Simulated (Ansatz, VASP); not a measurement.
# One calculation of GaAsSe3, two programs

```
Ga As Se
1.0
     6.95648    0.00000    0.00000
    -3.47824    6.02449    0.00000
     0.00000    0.00000    5.80049
Ga As Se
2 2 6
Direct
  0.00000 0.00000 0.00000
  0.00000 0.00000 0.50000
  0.33333 0.66667 0.25000
  0.66667 0.33333 0.75000
  0.16900 0.83100 0.75000
  0.33800 0.16900 0.25000
  0.16900 0.33800 0.75000
  0.83100 0.16900 0.25000
  0.66200 0.83100 0.75000
  0.83100 0.66200 0.25000
```

Change from the starting cell: species swapped into the CsVI3 type (P6_3/mmc, No. 194).

Alike in both runs: task relaxation of cell and atoms; functional PBE; k mesh 2 × 2 × 2; occupations gaussian, width 0.15 eV; no spin polarisation.

|  | VASP | Ansatz |
| --- | --- | --- |
| version | VASP 6.6.1 | Ansatz 0.2.0 |
| potentials or method | VASP PAW PBE potentials, release 64 (Ga_d, As, Se), cutoff 600 eV | scalar-relativistic, plane waves, PAW |
| valence electrons in the cell | 72 | 152 |

VASP gave:

| Property | Result |
| --- | --- |
| gap on the k mesh at the Fermi level, each at its own relaxed structure (eV) | none |
| relaxed volume (Å³/atom) | 23.33 |
| relaxed cell length with the largest relative difference (Å) | 5.923 |

Task: What did Ansatz give for the same quantities?

Result: gap on the k mesh at the Fermi level, each at its own relaxed structure (eV): none; relaxed volume (Å³/atom): 23.18; relaxed cell length with the largest relative difference (Å): 5.910.

A gap of «none» marks a metal or a gap that the smearing closes. VASP's potentials hold 72 valence electrons a cell and Ansatz's 152, so a difference there can come from the potentials and not from the codes.

The k mesh is coarse, so the values compare programs but aren't converged.
